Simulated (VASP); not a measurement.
Input of a VASP 6.6.1 run:

Contents of INCAR:

```
PREC = Accurate
ENCUT = 520
EDIFF = 1E-6
ISMEAR = 1
SIGMA = 0.1
LREAL = Auto
LASPH = T
NELM = 100
ALGO = Normal
ISIF = 2
LWAVE = F
LCHARG = F
GGA = PE
NBANDS = 104
```

Contents of KPOINTS:

```
regular mesh
0
Gamma
  2 2 2
```

The input POSCAR:

```
Ti8Al23
1.0
    7.6895028900      0.0000000000      0.0000000000
    0.0000000000      7.6895028900      0.0000000000
    0.0000000000      0.0000000000      8.6237151300
Ti Al
8 23
Direct
   -0.0003822094     -0.0003061316      0.0015844679
    0.2503650792      0.2505658724      0.4993414016
    0.0014900833      0.4997694981     -0.0000327005
    0.2503680703      0.7490938078      0.4993593753
    0.5011082062     -0.0002689381      0.0016177482
    0.7503401823      0.2487626349      0.5009531200
    0.4993063992      0.4997350355     -0.0000518338
    0.7503976632      0.7508918434      0.5009841971
    0.0013119184     -0.0001369399      0.4950488201
    0.2503732722      0.2487402667      0.0058446968
    0.0008299626      0.2494169035      0.2504812563
    0.2504115061     -0.0002269327      0.7505174861
    0.0006690940      0.2494261368      0.7504637969
    0.4999139808      0.2493168970      0.2504795169
   -0.0009353010      0.4998284096      0.5003079224
    0.2504120263      0.7507066559      0.0059342174
    0.0006166849      0.7500656522      0.2504611954
    0.2504129366      0.4997680676      0.7533086265
    0.0007190322      0.7501452412      0.7504568394
    0.2503546754      0.4997895254      0.2520071648
    0.4994367068     -0.0001918199      0.4951609527
    0.7503967529      0.2510476981      0.0007804061
    0.7503035089     -0.0001615189      0.7475913690
    0.5001277787      0.2494984432      0.7504406051
    0.7503712636     -0.0001851875      0.2489650884
    0.5017030431      0.4998193063      0.5001473188
    0.7503716537      0.7484625576      0.0005726070
    0.5001355816      0.7501648783      0.2504645582
    0.7503992238      0.4997827629      0.7504431562
    0.5000436381      0.7499998482      0.7504501137
    0.7503270475      0.4996930302      0.2504311619
```

Potentials or basis: VASP PAW PBE potentials, release 64 (Ti_sv, Al).

Command:

```sh
$ cat potpaw_PBE.64/Ti_sv/POTCAR potpaw_PBE.64/Al/POTCAR > POTCAR
$ mpirun -np 1 vasp_std > vasp.out
```

Question: Predict the pressure.

Answer: -0.5 GPa.

Question: What does it give for the largest force?

Answer: 0.017 eV/Å.

Forces in eV/Å, atoms in the order of the input:
```
Ti  -0.013  0.004  0.002
Ti   0.003  0.011  0.012
Ti   0.000 -0.003 -0.003
Ti   0.002 -0.012  0.002
Ti   0.012  0.006 -0.007
Ti  -0.001  0.000  0.006
Ti   0.007 -0.004 -0.001
Ti   0.000 -0.004 -0.001
Al   0.002 -0.003  0.000
Al  -0.001  0.000  0.001
Al  -0.001 -0.002 -0.002
Al   0.000  0.001 -0.003
Al   0.003  0.000  0.000
Al   0.000 -0.001 -0.002
Al  -0.002 -0.001 -0.001
Al  -0.001  0.004  0.002
Al   0.003  0.002 -0.001
Al  -0.002  0.000  0.008
Al   0.001 -0.001 -0.001
Al   0.001  0.002 -0.003
Al  -0.004  0.000 -0.002
Al   0.000  0.001 -0.006
Al   0.002 -0.003 -0.002
Al  -0.003  0.000  0.001
Al   0.000  0.000  0.002
Al  -0.004  0.000  0.002
Al   0.000 -0.001 -0.001
Al  -0.004  0.000 -0.002
Al   0.000  0.000  0.001
Al   0.002  0.004 -0.001
Al   0.001  0.001  0.000
```

Caveat: the k points lie up to 0.41 Å⁻¹ apart.
